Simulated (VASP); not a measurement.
# IrPt2 (P4/nmm) in VASP: single point with PBE

Aim: the single point of IrPt2 with PBE.

Program: VASP 6.6.1. These are calculated values, not measurements. Logs are shortened: lines on timing, memory, paths and dates and some standing lists are left out, and cuts for length are marked.

**1. The cell of the first run**

Symmetry: P4/nmm, No. 129, tetragonal system. Conventional cell: a = 2.770 Å, b = 2.770 Å, c = 11.936 Å, α = 90.00°, β = 90.00°, γ = 90.00°. Ir (site symmetry 4mm) has 8 Ir at 2.68 to 2.77 Å and 4 Pt at 2.78 Å within 3.5 Å. Pt (site symmetry 4mm) has 12 Pt at 2.77 to 2.84 Å within 3.7 Å. Within 3.7 Å of Pt (site symmetry 4mm) lie 8 Pt at 2.77 to 2.84 Å and 4 Ir at 2.78 Å.

**2. Single point, PBE**

INCAR

```
ALGO = Fast
EDIFF = 1E-6
ENCUT = 520
GGA = PE
ISIF = 2
ISMEAR = 0
LASPH = True
LCHARG = False
LREAL = False
LWAVE = False
NBANDS = 38
NELM = 100
PREC = Accurate
SIGMA = 0.1
```

KPOINTS

```
k-points
0
Gamma
  12 12 4
```

POSCAR

```
IrPt2
1.0
    2.7698861523      0.0000000000      0.0000000000
    0.0000000000      2.7698861523      0.0000000000
    0.0000000000      0.0000000000     11.9363001852
Ir Pt
2 4
Direct
    0.0000000000      0.5000000000      0.9233221129
    0.5000000000      0.0000000000      0.0766778871
    0.0000000000      0.5000000000      0.5856956118
    0.5000000000      0.0000000000      0.4143043882
    0.0000000000      0.5000000000      0.2419348966
    0.5000000000      0.0000000000      0.7580651034
```

Potentials or basis: VASP PAW PBE potentials, release 64 (Ir, Pt).

Run with:

```
$ cat potpaw_PBE.64/Ir/POTCAR potpaw_PBE.64/Pt/POTCAR > POTCAR
$ mpirun -np 1 vasp_std > vasp.out
```

OUTCAR:

```text
EDIFF = 1E-6
   ENCUT = 520
   GGA = PE
   ISIF = 2
   ISMEAR = 0
   LASPH = True
   LREAL = False
   NELM = 100
   PREC = Accurate

 ion  position               nearest neighbor table
   1  0.000  0.500  0.923-   2 2.68   2 2.68   2 2.68   2 2.68   6 2.78   6 2.78   6 2.78   6 2.78

   2  0.500  0.000  0.077-   1 2.68   1 2.68   1 2.68   1 2.68   5 2.78   5 2.78   5 2.78   5 2.78

   3  0.000  0.500  0.586-   4 2.83   4 2.83   4 2.83   4 2.83   6 2.84   6 2.84   6 2.84   6 2.84

   4  0.500  0.000  0.414-   3 2.83   3 2.83   3 2.83   3 2.83   5 2.84   5 2.84   5 2.84   5 2.84

   5  0.000  0.500  0.242-   2 2.78   2 2.78   2 2.78   2 2.78   4 2.84   4 2.84   4 2.84   4 2.84

   6  0.500  0.000  0.758-   1 2.78   1 2.78   1 2.78   1 2.78   3 2.84   3 2.84   3 2.84   3 2.84

  LATTYP: Found a simple tetragonal cell.
 ALAT       =     2.7698861523
 C/A-ratio  =     4.3093107546

  Lattice vectors:

 A1 = (   2.7698861523,   0.0000000000,   0.0000000000)
 A2 = (   0.0000000000,   2.7698861523,   0.0000000000)
 A3 = (   0.0000000000,   0.0000000000,  11.9363001852)

Analysis of symmetry for initial positions (statically):
=====================================================================
 Subroutine PRICEL returns:
 Original cell was already a primitive cell.

 Routine SETGRP: Setting up the symmetry group for a
 simple tetragonal supercell.

 Subroutine GETGRP returns: Found 16 space group operations
 (whereof  8 operations were pure point group operations)
 out of a pool of 16 trial point group operations.

The static configuration has the point symmetry D_2d.
 The point group associated with its full space group is D_4h.

Analysis of symmetry for dynamics (positions and initial velocities):
=====================================================================
 Subroutine PRICEL returns:
 Original cell was already a primitive cell.

 Routine SETGRP: Setting up the symmetry group for a
 simple tetragonal supercell.

 Subroutine GETGRP returns: Found 16 space group operations
 (whereof  8 operations were pure point group operations)
 out of a pool of 16 trial point group operations.

The dynamic configuration has the point symmetry D_2d.
 The point group associated with its full space group is D_4h.

 Subroutine INISYM returns: Found 16 space group operations
 (whereof  8 operations are pure point group operations),
 and found     1 'primitive' translations

----------------------------------------------------------------------------------------

                                     Primitive cell

  volume of cell :      91.5785

  direct lattice vectors                    reciprocal lattice vectors
     2.769886152  0.000000000  0.000000000     0.361025669  0.000000000  0.000000000
     0.000000000  2.769886152  0.000000000     0.000000000  0.361025669  0.000000000
     0.000000000  0.000000000 11.936300185     0.000000000  0.000000000  0.083778054

  length of vectors
     2.769886152  2.769886152 11.936300185     0.361025669  0.361025669  0.083778054

  position of ions in fractional coordinates (direct lattice)
     0.000000000  0.500000000  0.923322113
     0.500000000  0.000000000  0.076677887
     0.000000000  0.500000000  0.585695612
     0.500000000  0.000000000  0.414304388
     0.000000000  0.500000000  0.241934897
     0.500000000  0.000000000  0.758065103

  ion indices of the primitive-cell ions
   primitive index   ion index
                 1           1
                 2           2
                 3           3
                 4           4
                 5           5
                 6           6

----------------------------------------------------------------------------------------

 KPOINTS: k-points

Automatic generation of k-mesh.
 Grid dimensions read from file:
 generate k-points for:   12   12    4

 Generating k-lattice:

  Cartesian coordinates                     Fractional coordinates (reciprocal lattice)
     0.030085472  0.000000000  0.000000000     0.083333333  0.000000000  0.000000000
     0.000000000  0.030085472  0.000000000     0.000000000  0.083333333  0.000000000
     0.000000000  0.000000000  0.020944513     0.000000000  0.000000000  0.250000000

  Length of vectors
     0.030085472  0.030085472  0.020944513

  Shift w.r.t. Gamma in fractional coordinates (k-lattice)
     0.000000000  0.000000000  0.000000000

 Subroutine IBZKPT returns following result:
 ===========================================

 Found     84 irreducible k-points:

 Following reciprocal coordinates:
            Coordinates               Weight
  0.000000  0.000000  0.000000      1.000000
  0.083333  0.000000  0.000000      4.000000
  0.166667  0.000000  0.000000      4.000000
  0.250000  0.000000  0.000000      4.000000
  0.333333  0.000000  0.000000      4.000000
  0.416667  0.000000  0.000000      4.000000
[... 16 lines left out ...]
  0.333333  0.333333  0.000000      4.000000
  0.416667  0.333333  0.000000      8.000000
 [... further k-points ...]
   k-points           NKPTS =     84   k-points in BZ     NKDIM =     84   number of bands    NBANDS=     38
   number of dos      NEDOS =    301   number of ions     NIONS =      6
   total plane-waves  NPLWV =  51840
   dimension x,y,z NGX =    24 NGY =   24 NGZ =   90
   dimension x,y,z NGXF=    48 NGYF=   48 NGZF=  180
   ions per type =               2   4
   NGX,Y,Z   is equivalent  to a cutoff of  14.40, 14.40, 12.53 a.u.
   NGXF,Y,Z  is equivalent  to a cutoff of  28.81, 28.81, 25.07 a.u.
 SYSTEM =  unknown system
   PREC   = accura    normal or accurate (medium, high low for compatibility)
   ISTART =      0    job   : 0-new  1-cont  2-samecut
   ICHARG =      2    charge: 1-file 2-atom 10-const
   ISPIN  =      1    spin polarized calculation?
   LNONCOLLINEAR =      F non collinear calculations
   LSORBIT =      F    spin-orbit coupling
   LASPH  =      T    aspherical Exc in radial PAW
   ENCUT  =  520.0 eV  38.22 Ry    6.18 a.u.   5.15  5.15 22.19*2*pi/ulx,y,z
   NELM   =    100;   NELMIN=  2; NELMDL= -5     # of ELM steps
   EDIFF  = 0.1E-05   stopping-criterion for ELM
   LREAL  =      F    real-space projection
   EDIFFG = 0.1E-04   stopping-criterion for IOM
   NSW    =      0    number of steps for IOM
   IBRION =     -1    ionic relax: 0-MD 1-quasi-New 2-CG
   NFREE  =      0    steps in history (QN), initial steepest desc. (CG)
   ISIF   =      2    stress and relaxation
   ISYM   =      2    0-nonsym 1-usesym 2-fastsym
   POTIM  = 0.5000    time-step for ionic-motion
   TEBEG  =    0.0;   TEEND  =   0.0 temperature during run
   PSTRESS=    0.0 pullay stress
   NELECT =      58.0000    total number of electrons
   NUPDOWN=      -1.0000    fix difference up-down
   EMIN   =  10.00;   EMAX   =-10.00  energy-range for DOS
   EFERMI =   0.00;   METHOD = LEGACY
   ISMEAR =     0;   SIGMA  =   0.10  broadening in eV -4-tet -1-fermi 0-gaus
   EFERMI_NEDOS =   21; number of points for ismear=-14 and -15
   IALGO  =     68    algorithm
   IMIX   =      4    mixing-type and parameters
     AMIX     =   0.40;   BMIX     =  1.00
     AMIX_MAG =   1.60;   BMIX_MAG =  1.00
  volume/ion in A,a.u.               =      15.26       103.00
  Fermi-wavevector in a.u.,A,eV,Ry     =   1.405895  2.656757 26.892480  1.976542
  Thomas-Fermi vector in A             =   2.528310
   LORBIT       =      0    0 simple, 1 ext, 2 COOP (PROOUT), +10 PAW based schemes
   GGA     = PE    functional components
   LHFCALC =     F    Hartree Fock is set to
   AEXX    =    0.0000 exact exchange contribution
   IVDW    =     0    specifies the selected vdW correction
   LEPSILON=     F    determine dielectric tensor
   LRPA    =     F    only Hartree local field effects (RPA)
 non-spin polarized calculation
 RMM-DIIS sequential band-by-band and
 Gauss-broadening in eV      SIGMA  =   0.10
  energy-cutoff  :      520.00
  volume of cell :       91.58
 maximum number of plane-waves:      2488
 NGX is ok and might be reduce to    24
   NGX = 11   NGY = 11   NGZ = 45

 number of electron      57.9999998 magnetization

 Free energy of the ion-electron system (eV)
  ---------------------------------------------------
  ext. energy  EPLUGINS =         0.00000000
  ---------------------------------------------------
  free energy    TOTEN  =       -42.06158192 eV

  energy without entropy =      -42.01975547  energy(sigma->0) =      -42.04066869

 E-fermi :  10.4276     XC(G=0): -13.4524

 val. band max:       10.4229756161   @ k =   0.4167   0.0833   0.5000
 cond. band min:      10.4328225339   @ k =   0.1667   0.0833   0.5000
 fundamental gap:      0.0098469179
 Fermi energy:        10.4276294668

 k-point     1 :       0.0000    0.0000    0.0000
  band No.  band energies     occupation
      1       0.1215      2.00000
      2       1.6495      2.00000
      3       1.6766      2.00000
      4       3.1772      2.00000
      5       3.6328      2.00000
      6       3.6801      2.00000
[... 30 lines left out ...]
     37      18.9598      0.00000
     38      21.9491      0.00000

 k-point     2 :       0.0833    0.0000    0.0000
  band No.  band energies     occupation
      1       0.3098      2.00000
      2       1.8050      2.00000
      3       1.8253      2.00000
      4       3.3161      2.00000
      5       3.7736      2.00000
      6       3.8072      2.00000
[... 30 lines left out ...]
     37      18.6097      0.00000
     38      21.5500      0.00000

 k-point     3 :       0.1667    0.0000    0.0000
  band No.  band energies     occupation
      1       0.8493      2.00000
      2       2.2053      2.00000
      3       2.2119      2.00000
      4       3.6142      2.00000
      5       4.0228      2.00000
      6       4.1703      2.00000
[... 30 lines left out ...]
     37      17.6033      0.00000
[... 781 lines left out ...]
 k-point    23 :       0.3333    0.3333    0.0000
  band No.  band energies     occupation
      1       3.5788      2.00000
      2       4.1947      2.00000
      3       4.3606      2.00000
      4       4.4808      2.00000
      5       4.7212      2.00000
      6       4.7822      2.00000
[... 30 lines left out ...]
     37      17.8594      0.00000
     38      19.3425      0.00000

 k-point    24 :       0.4167    0.3333    0.0000
  band No.  band energies     occupation
      1       3.6016      2.00000
      2       3.8745      2.00000
      3       4.1349      2.00000
      4       4.2086      2.00000
      5       4.5573      2.00000
      6       4.6449      2.00000
[... 30 lines left out ...]
     37      17.2962      0.00000
     38      17.3122      0.00000

 [... further k-points ...]
[... 5 lines left out ...]
  --------------------------------------------------------------------------------------
  -------------------------------------------------------------------------------------
  Total       -0.0913555     -0.0913555     -0.0966084      0.0000000      0.0000000     -0.0000000
  in kB       -1.5982765     -1.5982765     -1.6901766      0.0000000      0.0000000     -0.0000000
  external PRESSURE =      -1.6289099 kB  Pullay stress =       0.0000000 kB

 VOLUME and BASIS-vectors are now :
 -----------------------------------------------------------------------------
  energy-cutoff  :      520.00
  volume of cell :       91.58
      direct lattice vectors                 reciprocal lattice vectors
     2.769886152  0.000000000  0.000000000     0.361025669  0.000000000  0.000000000
     0.000000000  2.769886152  0.000000000     0.000000000  0.361025669  0.000000000
     0.000000000  0.000000000 11.936300185     0.000000000  0.000000000  0.083778054

 POSITION                                       TOTAL-FORCE (eV/Angst)
 -----------------------------------------------------------------------------------
      0.00000      1.38494     11.02105         0.000000      0.000000     -0.044208
      1.38494      0.00000      0.91525        -0.000000      0.000000      0.044208
      0.00000      1.38494      6.99104         0.000000     -0.000000      0.003353
      1.38494      0.00000      4.94526        -0.000000      0.000000     -0.003353
      0.00000      1.38494      2.88781        -0.000000     -0.000000      0.022047
      1.38494      0.00000      9.04849         0.000000      0.000000     -0.022047
 -----------------------------------------------------------------------------------
    total drift:                                0.000000      0.000000      0.000000

  FREE ENERGIE OF THE ION-ELECTRON SYSTEM (eV)
  ---------------------------------------------------
  free  energy   TOTEN  =       -42.0615819213 eV

  energy  without entropy=      -42.0197554668  energy(sigma->0) =      -42.04066869
```

It took 2.7 min on 1 thread of Intel Xeon 6975P-C (Granite Rapids), shared host; peak memory 0.39 GiB.

Results:

* Free energy: -42.0616 eV
* Pressure: -0.2 GPa
* Largest force: 0.044 eV/Å
* Band gap on the k mesh: zero (band 29 reaches 11.65 eV, above the bottom of band 30 at 9.59 eV)

Forces in eV/Å, atoms in the order of the input:
```
Ir   0.000  0.000 -0.044
Ir   0.000  0.000  0.044
Pt   0.000  0.000  0.003
Pt   0.000  0.000 -0.003
Pt   0.000  0.000  0.022
Pt   0.000  0.000 -0.022
```

Levels at points of the mesh, in eV from the Fermi level:
```tsv
k point	band 27	band 28	band 29	band 30	band 31	band 32	band 33	band 34
(0.00, 0.00, 0.00)	-1.05	-0.94	-0.66	-0.66	-0.42	-0.17	0.49	0.79
(0.50, 0.00, 0.00)	-0.39	-0.39	0.30	0.30	1.14	1.14	1.47	1.47
(0.50, 0.50, 0.00)	0.71	0.71	1.22	1.22	1.86	1.86	5.92	5.92
(0.00, 0.00, 0.50)	-0.68	-0.67	-0.09	-0.04	-0.03	-0.03	0.25	0.48
(0.50, 0.00, 0.50)	-0.47	-0.47	0.24	0.24	0.40	0.40	1.80	1.80
(0.50, 0.50, 0.50)	0.71	0.71	1.22	1.22	3.42	3.42	3.99	3.99
```

Caveat: spin-orbit coupling is left out, which moves the levels of the heavy elements.
